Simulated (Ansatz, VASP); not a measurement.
# MgS in VASP and in Ansatz

```
Mg S
1.0
     0.00000    2.59096    2.59096
     2.59096    0.00000    2.59096
     2.59096    2.59096    0.00000
Mg S
1 1
Direct
  0.00000 0.00000 0.00000
  0.50000 0.50000 0.50000
```

Alike in both runs: functional PBEsol; k mesh 16 × 16 × 16; occupations fermi-dirac, width 0.08 eV; no spin polarisation.

Ansatz relaxed the structure, and its values are those at the end. VASP's run is a single point on that final structure, the one shown.

|  | VASP | Ansatz |
| --- | --- | --- |
| version | VASP 6.6.1 | Ansatz 0.2.0 |
| potentials or method | VASP PAW PBE potentials, release 64 (Mg, S) | PAW with Ansatz's default frozen-core files, scalar-relativistic |
| plane-wave cutoff (eV) | 520 | 420 |
| valence electrons in the cell | 8 | 16 |

Ansatz gave:

```
pressure (GPa) : 0.0
```

**Question.** Which values does VASP return?

**Answer.** Pressure (GPa): -0.2.

VASP's potentials were made for PBE, not for PBEsol. The functional is the same, so the differences come from potentials, cutoffs and numerics. VASP's potentials hold 8 valence electrons a cell and Ansatz's 16, so a difference there can come from the potentials and not from the codes.
